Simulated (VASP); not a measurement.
# TiB2 (P6/mmm) in VASP: single point with r2SCAN

Aim: the single point of TiB2 with r2SCAN.

All numbers are computed with VASP 6.6.1; they aren't measurements. Logs are shortened: lines on timing, memory, paths and dates and some standing lists are left out, and cuts for length are marked.

### 1 The cell of the first run

The structure is hexagonal, space group P6/mmm (No. 191). Conventional cell: a = 3.032 Å, b = 3.032 Å, c = 3.224 Å, α = 90.00°, β = 90.00°, γ = 120.00°. Ti (site symmetry 6/mmm) has 12 B at 2.38 Å and 6 Ti at 3.03 Å within 3.1 Å. Within 2.4 Å of B (site symmetry -6m2) lie 3 B at 1.75 Å and 6 Ti at 2.38 Å.

### 2 Single point, r2SCAN

File POSCAR:

```
TiB2
1.0
    6.0635047162      0.0000000578      0.0000000000
   -4.5476286123      7.8767236369      0.0000000000
    0.0000000000      0.0000000000      6.4483601606
Ti B
12 24
Direct
    0.0000000000      0.0000000000      0.0000000000
    0.0000000000      0.0000000000      0.5000000000
    0.0000000000      0.3333333333      0.0000000000
    0.0000000000      0.3333333333      0.5000000000
    0.0000000000      0.6666666667      0.0000000000
    0.0000000000      0.6666666667      0.5000000000
    0.5000000000      0.0000000000      0.0000000000
    0.5000000000      0.0000000000      0.5000000000
    0.5000000000      0.3333333333      0.0000000000
    0.5000000000      0.3333333333      0.5000000000
    0.5000000000      0.6666666667      0.0000000000
    0.5000000000      0.6666666667      0.5000000000
    0.1666666666      0.2222222222      0.2500000000
    0.3333333334      0.1111111111      0.2500000000
    0.1666666666      0.2222222222      0.7500000000
    0.3333333334      0.1111111111      0.7500000000
    0.1666666666      0.5555555556      0.2500000000
    0.3333333334      0.4444444444      0.2500000000
    0.1666666666      0.5555555556      0.7500000000
    0.3333333334      0.4444444444      0.7500000000
    0.1666666666      0.8888888889      0.2500000000
    0.3333333334      0.7777777778      0.2500000000
    0.1666666666      0.8888888889      0.7500000000
    0.3333333334      0.7777777778      0.7500000000
    0.6666666666      0.2222222222      0.2500000000
    0.8333333333      0.1111111111      0.2500000000
    0.6666666666      0.2222222222      0.7500000000
    0.8333333333      0.1111111111      0.7500000000
    0.6666666666      0.5555555556      0.2500000000
    0.8333333333      0.4444444444      0.2500000000
    0.6666666666      0.5555555556      0.7500000000
    0.8333333333      0.4444444444      0.7500000000
    0.6666666666      0.8888888889      0.2500000000
    0.8333333333      0.7777777778      0.2500000000
    0.6666666666      0.8888888889      0.7500000000
    0.8333333333      0.7777777778      0.7500000000
```

File INCAR.step1:

```
  PREC = Accurate
  ENCUT = 520
  ISMEAR = 1
  SIGMA = 0.1
  LREAL = Auto
  LASPH = True
  NELM = 60
  NBANDS = 132
  GGA = PE
  ALGO = Normal
  EDIFF = 1E-4
  LWAVE = True
  LCHARG = False
```

File INCAR.step2:

```
  PREC = Accurate
  ENCUT = 520
  EDIFF = 1E-6
  ISMEAR = 1
  SIGMA = 0.1
  LREAL = Auto
  LASPH = True
  NELM = 60
  ALGO = Normal
  ISIF = 2
  LWAVE = False
  LCHARG = False
  METAGGA = R2SCAN
  LMIXTAU = True
  NBANDS = 132
  ISTART = 1
```

File KPOINTS:

```
regular mesh
0
Gamma
  3 2 2
```

Potentials or basis: VASP PAW PBE potentials, release 64 (Ti_sv, B).

On the command line:

```sh
$ cat potpaw_PBE.64/Ti_sv/POTCAR potpaw_PBE.64/B/POTCAR > POTCAR
$ cp INCAR.step1 INCAR
$ mpirun -np 1 vasp_std > vasp.out
$ cp INCAR.step2 INCAR
$ mpirun -np 1 vasp_std > vasp.out
```

OUTCAR:

```text
PREC = Accurate
   ENCUT = 520
   EDIFF = 1E-6
   ISMEAR = 1
   LREAL = Auto
   LASPH = True
   NELM = 60
   ISIF = 2
   METAGGA = R2SCAN
   ISTART = 1

 ion  position               nearest neighbor table
   1  0.000  0.000  0.000-  21 2.38  23 2.38  13 2.38  15 2.38  34 2.38  36 2.38  26 2.38  28 2.38
                            33 2.38  14 2.38  35 2.38  16 2.38
   2  0.000  0.000  0.500-  21 2.38  23 2.38  13 2.38  15 2.38  34 2.38  36 2.38  26 2.38  28 2.38
                            33 2.38  14 2.38  35 2.38  16 2.38
   3  0.000  0.333  0.000-  13 2.38  15 2.38  26 2.38  28 2.38  30 2.38  32 2.38  27 2.38  20 2.38
                            25 2.38  18 2.38  19 2.38  17 2.38
   4  0.000  0.333  0.500-  13 2.38  15 2.38  26 2.38  28 2.38  30 2.38  32 2.38  27 2.38  20 2.38
                            25 2.38  18 2.38  19 2.38  17 2.38
   5  0.000  0.667  0.000-  17 2.38  19 2.38  21 2.38  23 2.38  34 2.38  36 2.38  29 2.38  31 2.38
                            22 2.38  24 2.38  30 2.38  32 2.38
   6  0.000  0.667  0.500-  17 2.38  19 2.38  21 2.38  23 2.38  34 2.38  36 2.38  29 2.38  31 2.38
                            22 2.38  24 2.38  30 2.38  32 2.38
   7  0.500  0.000  0.000-  14 2.38  16 2.38  33 2.38  35 2.38  25 2.38  27 2.38  22 2.38  24 2.38
                            26 2.38  28 2.38  23 2.38  21 2.38
   8  0.500  0.000  0.500-  14 2.38  16 2.38  33 2.38  35 2.38  25 2.38  27 2.38  22 2.38  24 2.38
                            26 2.38  28 2.38  23 2.38  21 2.38
   9  0.500  0.333  0.000-  25 2.38  27 2.38  18 2.38  20 2.38  14 2.38  16 2.38  30 2.38  32 2.38
[... 41 lines left out ...]
  30  0.833  0.444  0.250-  25 1.75  17 1.75  29 1.75  10 2.38   9 2.38   4 2.38   3 2.38   6 2.38
                             5 2.38
  31  0.667  0.556  0.750-  20 1.75  36 1.75  32 1.75  12 2.38  11 2.38   6 2.38   5 2.38  10 2.38
                             9 2.38
  32  0.833  0.444  0.750-  27 1.75  19 1.75  31 1.75  10 2.38   9 2.38   4 2.38   3 2.38   6 2.38
                             5 2.38
  33  0.667  0.889  0.250-  22 1.75  26 1.75  34 1.75   8 2.38   7 2.38  12 2.38  11 2.38   2 2.38
                             1 2.38
  34  0.833  0.778  0.250-  29 1.75  21 1.75  33 1.75   2 2.38   1 2.38  12 2.38  11 2.38   6 2.38
                             5 2.38
  35  0.667  0.889  0.750-  24 1.75  28 1.75  36 1.75   8 2.38   7 2.38  12 2.38  11 2.38   2 2.38
                             1 2.38
  36  0.833  0.778  0.750-  31 1.75  23 1.75  35 1.75   2 2.38   1 2.38  12 2.38  11 2.38   6 2.38
                             5 2.38

  LATTYP: Found a simple monoclinic cell.
 ALAT       =     6.0635047162
 B/A-ratio  =     1.0634707916
 C/A-ratio  =     1.3228756555
 COS(beta)  =    -0.1889822365

  Lattice vectors:

 A1 = (   6.0635047162,   0.0000000578,   0.0000000000)
 A2 = (   0.0000000000,   0.0000000000,   6.4483601606)
 A3 = (  -1.5158761039,  -7.8767236947,   0.0000000000)

Analysis of symmetry for initial positions (statically):
=====================================================================
 Subroutine PRICEL returns following result:

  LATTYP: Found a hexagonal cell.
 ALAT       =     3.0317523581
 C/A-ratio  =     1.0634707916

  Lattice vectors:

 A1 = (   3.0317523581,   0.0000000289,   0.0000000000)
 A2 = (  -1.5158762039,   2.6255745454,   0.0000000000)
 A3 = (   0.0000000000,   0.0000000000,   3.2241800803)

  12 primitive cells build up your supercell.

 Routine SETGRP: Setting up the symmetry group for a
 simple monoclinic supercell.

 Subroutine GETGRP returns: Found  4 space group operations
 (whereof  4 operations were pure point group operations)
 out of a pool of  4 trial point group operations.

The static configuration has the point symmetry C_2h.

Analysis of symmetry for dynamics (positions and initial velocities):
=====================================================================
 Subroutine PRICEL returns following result:

  LATTYP: Found a hexagonal cell.
 ALAT       =     3.0317523581
 C/A-ratio  =     1.0634707916

  Lattice vectors:

 A1 = (   3.0317523581,   0.0000000289,   0.0000000000)
 A2 = (  -1.5158762039,   2.6255745454,   0.0000000000)
 A3 = (   0.0000000000,   0.0000000000,   3.2241800803)

  12 primitive cells build up your supercell.

 Routine SETGRP: Setting up the symmetry group for a
 simple monoclinic supercell.

[... 64 lines left out ...]
|                                                                             |
|     Your reciprocal lattice and k-lattice belong to different lattice       |
|     classes:                                                                |
|                                                                             |
|        The reciprocal lattice is simple monoclinic,                         |
|        whereas your k-lattice is hexagonal.                                 |
|                                                                             |
|     Results are often still useful ...                                      |
|                                                                             |
 -----------------------------------------------------------------------------

 Subroutine IBZKPT returns following result:
 ===========================================

 Found      8 irreducible k-points:

 Following reciprocal coordinates:
            Coordinates               Weight
  0.000000  0.000000  0.000000      1.000000
  0.333333  0.000000  0.000000      2.000000
 -0.000000  0.500000  0.000000      1.000000
  0.333333  0.500000  0.000000      2.000000
  0.000000  0.000000  0.500000      1.000000
  0.333333  0.000000  0.500000      2.000000
 -0.000000  0.500000  0.500000      1.000000
  0.333333  0.500000  0.500000      2.000000
   k-points           NKPTS =      8   k-points in BZ     NKDIM =      8   number of bands    NBANDS=    132
   number of dos      NEDOS =    301   number of ions     NIONS =     36
   total plane-waves  NPLWV = 161280
   dimension x,y,z NGX =    48 NGY =   70 NGZ =   48
   dimension x,y,z NGXF=    96 NGYF=  140 NGZF=   96
   ions per type =              12  24
   NGX,Y,Z   is equivalent  to a cutoff of  13.16, 12.79, 12.37 a.u.
   NGXF,Y,Z  is equivalent  to a cutoff of  26.32, 25.59, 24.75 a.u.
 SYSTEM =  unknown system
   PREC   = accura    normal or accurate (medium, high low for compatibility)
   ISTART =      1    job   : 0-new  1-cont  2-samecut
   ICHARG =      0    charge: 1-file 2-atom 10-const
   ISPIN  =      1    spin polarized calculation?
   LNONCOLLINEAR =      F non collinear calculations
   LSORBIT =      F    spin-orbit coupling
   LASPH  =      T    aspherical Exc in radial PAW
   ENCUT  =  520.0 eV  38.22 Ry    6.18 a.u.  11.27 16.91 11.99*2*pi/ulx,y,z
   NELM   =     60;   NELMIN=  2; NELMDL=  0     # of ELM steps
   EDIFF  = 0.1E-05   stopping-criterion for ELM
   LREAL  =      T    real-space projection
   EDIFFG = 0.1E-04   stopping-criterion for IOM
   NSW    =      0    number of steps for IOM
   IBRION =     -1    ionic relax: 0-MD 1-quasi-New 2-CG
   NFREE  =      0    steps in history (QN), initial steepest desc. (CG)
   ISIF   =      2    stress and relaxation
   ISYM   =      2    0-nonsym 1-usesym 2-fastsym
   POTIM  = 0.5000    time-step for ionic-motion
   TEBEG  =    0.0;   TEEND  =   0.0 temperature during run
   PSTRESS=    0.0 pullay stress
   NELECT =     216.0000    total number of electrons
   NUPDOWN=      -1.0000    fix difference up-down
   EMIN   =  10.00;   EMAX   =-10.00  energy-range for DOS
   EFERMI =   0.00;   METHOD = LEGACY
   ISMEAR =     1;   SIGMA  =   0.10  broadening in eV -4-tet -1-fermi 0-gaus
   EFERMI_NEDOS =   21; number of points for ismear=-14 and -15
   IALGO  =     38    algorithm
   IMIX   =      4    mixing-type and parameters
     AMIX     =   0.40;   BMIX     =  1.00
     AMIX_MAG =   1.60;   BMIX_MAG =  1.00
  volume/ion in A,a.u.               =       8.55        57.73
  Fermi-wavevector in a.u.,A,eV,Ry     =   1.454521  2.748645 28.784896  2.115630
  Thomas-Fermi vector in A             =   2.571662
   LORBIT       =      0    0 simple, 1 ext, 2 COOP (PROOUT), +10 PAW based schemes
   METAGGA = R2SCAN    functional components
   LHFCALC =     F    Hartree Fock is set to
   AEXX    =    0.0000 exact exchange contribution
   IVDW    =     0    specifies the selected vdW correction
   LEPSILON=     F    determine dielectric tensor
   LRPA    =     F    only Hartree local field effects (RPA)
 non-spin polarized calculation
 Methfessel and Paxton  Order N= 1 SIGMA  =   0.10
  energy-cutoff  :      520.00
  volume of cell :      307.98
 maximum number of plane-waves:      8324
 NGX is ok and might be reduce to    48
   NGX = 23   NGY = 33   NGZ = 23

 number of electron     216.0000008 magnetization

 Free energy of the ion-electron system (eV)
  ---------------------------------------------------
  ext. energy  EPLUGINS =         0.00000000
  ---------------------------------------------------
  free energy    TOTEN  =      -371.21438906 eV

  energy without entropy =     -371.21104341  energy(sigma->0) =     -371.21327385

 E-fermi :  10.0196     XC(G=0): -13.7446

 val. band max:        9.9122488735   @ k =   0.0000   0.0000   0.0000
 cond. band min:      10.0800165788   @ k =  -0.0000   0.5000   0.0000
 fundamental gap:      0.1677677053
 Fermi energy:        10.0196223403

 k-point     1 :       0.0000    0.0000    0.0000
  band No.  band energies     occupation
      1     -49.2631      2.00000
      2     -49.2478      2.00000
      3     -49.2205      2.00000
      4     -49.2205      2.00000
      5     -49.2063      2.00000
      6     -49.2063      2.00000
[... 973 lines left out ...]
    119      11.8511     -0.00000
    120      11.8511     -0.00000
 [bands above 120 left out]

------------------------ aborting loop because EDIFF is reached ----------------------------------------

  FORCE on cell =-STRESS in cart. coord.  units (eV):
  Direction    XX          YY          ZZ          XY          YZ          ZX
  --------------------------------------------------------------------------------------
  -------------------------------------------------------------------------------------
  Total        1.6357127      1.6204245     -5.6788018      0.0945056      0.0000000      0.0000000
  in kB        8.5094011      8.4298677    -29.5425976      0.4916428      0.0000000      0.0000000
  external PRESSURE =      -4.2011096 kB  Pullay stress =       0.0000000 kB

 VOLUME and BASIS-vectors are now :
 -----------------------------------------------------------------------------
  energy-cutoff  :      520.00
  volume of cell :      307.98
      direct lattice vectors                 reciprocal lattice vectors
     6.063504716  0.000000058  0.000000000     0.164921121  0.095217256  0.000000000
    -4.547628612  7.876723637  0.000000000    -0.000000001  0.126956339  0.000000000
     0.000000000  0.000000000  6.448360161     0.000000000  0.000000000  0.155078187

 POSITION                                       TOTAL-FORCE (eV/Angst)
 -----------------------------------------------------------------------------------
      0.00000      0.00000      0.00000         0.000000     -0.000000      0.000000
      0.00000      0.00000      3.22418         0.000000     -0.000000     -0.000000
     -1.51588      2.62557      0.00000         0.000000     -0.000000      0.000000
     -1.51588      2.62557      3.22418         0.000000     -0.000000      0.000000
     -3.03175      5.25115      0.00000         0.000000     -0.000000     -0.000000
     -3.03175      5.25115      3.22418         0.000000     -0.000000      0.000000
[... 28 lines left out ...]
     -0.00000      7.00153      4.83627        -0.000406     -0.000391      0.000000
      1.51588      6.12634      4.83627         0.000406      0.000391     -0.000000
 -----------------------------------------------------------------------------------
    total drift:                                0.000000      0.000000      0.000000

  FREE ENERGIE OF THE ION-ELECTRON SYSTEM (eV)
  ---------------------------------------------------
  free  energy   TOTEN  =      -371.2143890636 eV

  energy  without entropy=     -371.2110434092  energy(sigma->0) =     -371.21327385
```

Wall time 60 min (1 thread of Intel Xeon 8259CL, shared host); peak memory 0.55 GiB.

What came out:

* Free energy: -371.2144 eV
* Pressure: -0.4 GPa
* Band gap on the k mesh: zero (bands 108 and 109 overlap by 0.67 eV)

Stress tensor (GPa, compression positive):
```
 0.85  0.05  0.00
 0.05  0.84  0.00
 0.00  0.00 -2.95
```

Caveat: the k points lie up to 0.49 Å⁻¹ apart, too coarse for converged energies and pressures of a metal; the PAW data sets were made with another functional, which shifts forces and pressure a little.

The gap in the log of VASP goes by the Fermi energy; the results here count the filled bands.